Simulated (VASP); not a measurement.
Set up this calculation in VASP 6.6.1, as the native input.

- Task: single point
- Functional: PBEsol
- Potentials or basis: VASP PAW PBE potentials, release 64 (Zn, S)
- Cutoff: 520 eV
- k mesh: 8 × 8 × 8
- Occupations: gaussian, width 0.01 eV
- Spin: no spin polarisation
- Dipole correction: no
- Further INCAR settings: ALGO = Normal; EDIFF = 1e-07; NBANDS = 16

The structure of ZnS lies in POSCAR:

```
ZnS
1.0
    0.0000000000      2.6911584929      2.6911584929
    2.6911584929      0.0000000000      2.6911584929
    2.6911584929      2.6911584929      0.0000000000
Zn S
1 1
Direct
    0.7500000000      0.7500000000      0.7500000000
    0.0000000000      0.0000000000      0.0000000000
```

The input as run:

INCAR

```
SYSTEM = ZnS
ALGO = Normal
EDIFF = 1E-7
ENCUT = 520
GGA = PS
ISIF = 2
ISMEAR = 0
LASPH = .TRUE.
LCHARG = .FALSE.
LREAL = .FALSE.
LWAVE = .FALSE.
NBANDS = 16
NELM = 80
PREC = Accurate
SIGMA = 0.01
```

KPOINTS

```
k-points
0
G
  8 8 8
  0 0 0
```

Potentials or basis: VASP PAW PBE potentials, release 64 (Zn, S).

The run is started by

```bash
$ cat potpaw_PBE.64/Zn/POTCAR potpaw_PBE.64/S/POTCAR > POTCAR
$ mpirun -np 1 vasp_std > vasp.out
```

Results of the run:

- Pressure: -0.9 GPa
- Band gap on the k mesh: 2.03 eV, direct

Caveat: the PAW data sets were made with another functional, which shifts forces and pressure a little.

Wall time 27 s on 1 thread of Intel Xeon 8259CL, with other jobs on the host, peak memory 0.16 GiB.
